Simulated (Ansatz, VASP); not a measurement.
## One calculation of SnCl2, two programs

```
CELL_PARAMETERS angstrom
7.47875 0.00000 0.00000
0.00000 4.28435 0.00000
0.00000 0.00000 8.93621
ATOMIC_POSITIONS crystal
Sn 0.23406 0.25000 0.91508
Sn 0.76594 0.75000 0.08492
Sn 0.73406 0.25000 0.58492
Sn 0.26594 0.75000 0.41508
Cl 0.02098 0.25000 0.15702
Cl 0.97902 0.75000 0.84298
Cl 0.52098 0.25000 0.34298
Cl 0.47902 0.75000 0.65702
Cl 0.64160 0.25000 0.92220
Cl 0.35840 0.75000 0.07780
Cl 0.14160 0.25000 0.57780
Cl 0.85840 0.75000 0.42220
```

Alike in both runs: task single point; functional LDA; k mesh 4 × 6 × 4; occupations gaussian, width 0.02 eV; no spin polarisation.

```csv
,VASP,Ansatz
version,VASP 6.6.1,Ansatz 0.2.0
potentials or method,"VASP PAW LDA potentials, release 64 (Sn_d, Cl), cutoff 500 eV","scalar-relativistic, plane waves, PAW"
valence electrons in the cell,112,112
```

Ansatz gave:

```
gap on the k mesh at the Fermi level (eV) : 2.92
least direct gap on the mesh (eV)         : 3.21
pressure (GPa)                            : 0.0
rms of the force components (eV/Å)        : 0.001
```

Problem. Estimate VASP's values.

Solution. gap on the k mesh at the Fermi level (eV): 2.90; least direct gap on the mesh (eV): 3.20; pressure (GPa): 0.0; rms of the force components (eV/Å): 0.006.

LDA's correlation is that of Perdew and Zunger in VASP and of Perdew and Wang (1992) in Ansatz. Atom by atom the forces differ by 0.006 eV/Å (rms over components).
